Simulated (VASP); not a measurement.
Here is a VASP 6.6.1 calculation.

The input INCAR:

```
  ALGO = Normal
  EDIFF = 1E-6
  ENCUT = 520
  GGA = PE
  ISIF = 2
  ISMEAR = 0
  ISPIN = 2
  LASPH = T
  LCHARG = F
  LORBIT = 11
  LREAL = F
  LWAVE = F
  MAGMOM = 0 0 0 0.25 0.25 0.25 0.25
  NBANDS = 42
  NELECT = 61.0
  NELM = 150
  PREC = Accurate
  SIGMA = 0.01
```

The input KPOINTS:

```
k-points
0
Gamma
  3 3 3
```

File POSCAR:

```
Ga3P4
1.0
    0.0000000000     -5.5051169748      0.0000000000
    0.0000000000      0.0000000000      5.5051169748
   -5.5051169748      0.0000000000      0.0000000000
Ga P
3 4
Direct
    0.5000000000      0.5000000000      1.0000000000
    0.0000000000      0.0000000000      0.0000000000
    0.5000000000      0.0000000000      0.5000000000
    0.2391306878      0.2608693122      0.2608693122
    0.7608693122      0.2608693122      0.7391306878
    0.2391306878      0.7391306878      0.7391306878
    0.7608693122      0.7391306878      0.2608693122
```

Potentials or basis: VASP PAW PBE potentials, release 64 (Ga_d, P).

The run is started by

```console
$ cat potpaw_PBE.64/Ga_d/POTCAR potpaw_PBE.64/P/POTCAR > POTCAR
$ mpirun -np 1 vasp_std > vasp.out
```

**Question.** Estimate the largest force.

**Answer.** 0.066 eV/Å.

**Question.** What does it give for the net moment?

**Answer.** 0.78 μB per cell.

**Question.** Estimate the site moments.

**Answer.** Ga +0.01; P +0.10 μB.

Forces on the atoms (eV/Å):
```
Ga   0.000  0.000  0.000
Ga   0.000  0.000  0.000
Ga   0.000  0.000  0.000
P    0.038 -0.038 -0.038
P   -0.038  0.038 -0.038
P   -0.038 -0.038  0.038
P    0.038  0.038  0.038
```

Caveat: the k points lie up to 0.38 Å⁻¹ apart; the cell carries a net charge on a neutralising background, which shifts energy and pressure; the cell differs from its parent crystal (atoms taken out, then relaxed in part); a moment this small can come from the mesh or the smearing.
